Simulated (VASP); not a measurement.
A run of VASP 6.6.1 is set up as follows.

File INCAR:

```
SYSTEM = IrOs
PREC = Accurate
ENCUT = 520
EDIFF = 1E-6
ISMEAR = 0
SIGMA = 0.1
LREAL = .False.
LASPH = .True.
NELM = 60
ALGO = Normal
ISIF = 2
LWAVE = .False.
LCHARG = .True.
GGA = PS
LELF = .True.
LVHAR = .True.
NBANDS = 16
```

KPOINTS

```
Automatic mesh
0
Gamma
  12 12 7
  0 0 0
```

Contents of POSCAR:

```
IrOs
1.0
    2.6489369509      0.0000000000      0.0000000000
   -1.3244689582      2.2940471903      0.0000000000
    0.0000000000      0.0000000000      4.2103862440
Os Ir
1 1
Direct
    0.3333333333      0.6666666667      0.0000000000
    0.6666666667      0.3333333333      0.5000000000
```

Potentials or basis: VASP PAW PBE potentials, release 64 (Os, Ir).

The run is started by

```sh
$ cat potpaw_PBE.64/Os/POTCAR potpaw_PBE.64/Ir/POTCAR > POTCAR
$ mpirun -np 1 vasp_std > vasp.out
```

Task: What does it give for the pressure?

Result: 47.0 GPa.

Stress tensor (GPa, compression positive):
```
44.45  0.00  0.00
 0.00 44.45  0.00
 0.00  0.00 51.96
```

Caveat: the PAW data sets were made with another functional, which shifts forces and pressure a little.
